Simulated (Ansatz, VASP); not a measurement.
## Zn in VASP and in Ansatz

```xyz
4
Lattice="2.5736 0.0000 0.0000 -1.2868 2.2288 0.0000 0.0000 0.0000 9.6386" Properties=species:S:1:pos:R:3 pbc="T T T"
Zn    1.2868    2.2288    0.0000
Zn    0.0000    0.0000    4.8193
Zn    0.0000    1.4859    2.4097
Zn    1.2868    0.7429    7.2290
```

Alike in both runs: task single point; functional revPBE; k mesh 15 × 15 × 4; occupations fermi-dirac, width 0.1 eV; no spin polarisation.

```csv
,VASP,Ansatz
version,VASP 6.6.1,Ansatz 0.2.0
potentials or method,"VASP PAW PBE potentials, release 64 (Zn), cutoff 520 eV","plane waves (420 eV) with PAW, scalar-relativistic"
valence electrons in the cell,48,48
```

VASP gave:

```
pressure (GPa)                                                : 12.2
traceless stress, the component that is largest in VASP (GPa) : -0.85
```

Question: Estimate Ansatz's values.

Answer: Pressure (GPa): 11.7; traceless stress, the component that is largest in VASP (GPa): -0.63.

VASP's potentials were made for PBE, not for revPBE.
